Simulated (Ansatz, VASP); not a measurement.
## One calculation of BaO, two programs

The input INCAR:

```
PREC     = Accurate       # precision mode
ENCUT    = 600            # plane-wave cutoff, eV
EDIFF    = 1E-6           # SCF threshold, eV
ISMEAR   = 0              # smearing method
SIGMA    = 0.01           # smearing width, eV
LREAL    = F              # projectors in reciprocal space
LASPH    = T              # aspherical terms in the spheres
NELM     = 120            # most SCF steps
ALGO     = Normal         # electronic algorithm
ISIF     = 2              # what is computed and relaxed
LWAVE    = F              # write WAVECAR
LCHARG   = F              # write CHGCAR
GGA      = PE             # functional
NBANDS   = 15             # bands
GGA_COMPAT= F
```

File KPOINTS:

```
Automatic mesh
0
Gamma
  8 8 8
```

POSCAR

```
BaO
1.0
    0.0000000000      2.7869987793      2.7869987793
    2.7869987793      0.0000000000      2.7869987793
    2.7869987793      2.7869987793      0.0000000000
Ba O
1 1
Direct
    0.0000000000      0.0000000000      0.0000000000
    0.5000000000      0.5000000000      0.5000000000
```

Input for Ansatz:

```yaml
crystal:
  lattice:
    - [0.0, 2.7869987862, 2.7869987862]
    - [2.7869987862, 0.0, 2.7869987862]
    - [2.7869987862, 2.7869987862, 0.0]
  atoms:
    - { symbol: Ba, position: [0.0, 0.0, 0.0] }
    - { symbol: O, position: [0.5, 0.5, 0.5] }
basis:
  ecutwfc: 420
  xc_grid: 2
kpoints:
  mp_grid: { grid: [8, 8, 8] }
  band_path: { path: [VBM, CBM], npoints: 2 }
hamiltonian:
  xc: pbe
scf:
  occupations: { method: gaussian, width: 0.01 }
output:
  forces: true
  stress: true
  eigenvalues: true
```

Alike in both runs: task single point; functional PBE; k mesh 8 × 8 × 8; occupations gaussian, width 0.01 eV; no spin polarisation.

|  | VASP | Ansatz |
| --- | --- | --- |
| version | VASP 6.6.1 | Ansatz 0.2.0 |
| potentials or method | VASP PAW PBE potentials, release 64 (Ba_sv, O), cutoff 600 eV | scalar-relativistic, plane waves, PAW |
| valence electrons in the cell | 16 | 16 |

Ansatz gave:

| Property | Result |
| --- | --- |
| gap on the k mesh at the Fermi level (eV) | 2.10 |
| least direct gap on the mesh (eV) | 2.10 |
| pressure (GPa) | 0.0 |

Question: What did VASP give for the same quantities?

Answer: gap on the k mesh at the Fermi level (eV): 2.04; least direct gap on the mesh (eV): 2.04; pressure (GPa): 1.5.

Spin-orbit coupling is off throughout.
